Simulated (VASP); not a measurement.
Here is a VASP 6.6.1 calculation.

The input INCAR:

```
PREC = Accurate ; ENCUT = 600
EDIFF = 1E-6 ; ISMEAR = 0
SIGMA = 0.1 ; LREAL = False
LASPH = True ; NELM = 100
ALGO = Normal ; ISIF = 3
LWAVE = False ; LCHARG = False
GGA = PE ; IBRION = 2
NSW = 90 ; EDIFFG = -0.02
```

Contents of KPOINTS:

```
regular mesh
0
Gamma
  16 16 16
```

File POSCAR:

```
V
1.0
   -1.5143500000      1.5143500000      1.5143500000
    1.5143500000     -1.5143500000      1.5143500000
    1.5143500000      1.5143500000     -1.5143500000
V
1
Direct
    0.0000000000      0.0000000000      0.0000000000
```

Potentials or basis: VASP PAW PBE potentials, release 64 (V_sv).

Launch:

```bash
$ cat potpaw_PBE.64/V_sv/POTCAR > POTCAR
$ mpirun -np 1 vasp_std > vasp.out
```

(1) Predict the space group after relaxing (to 0.05 Å).

(2) What does it give for the relaxed cell?

Results:

(1) Im-3m (No. 229).

(2) a = 2.597 Å, b = 2.597 Å, c = 2.597 Å, α = 109.47°, β = 109.47°, γ = 109.47°.
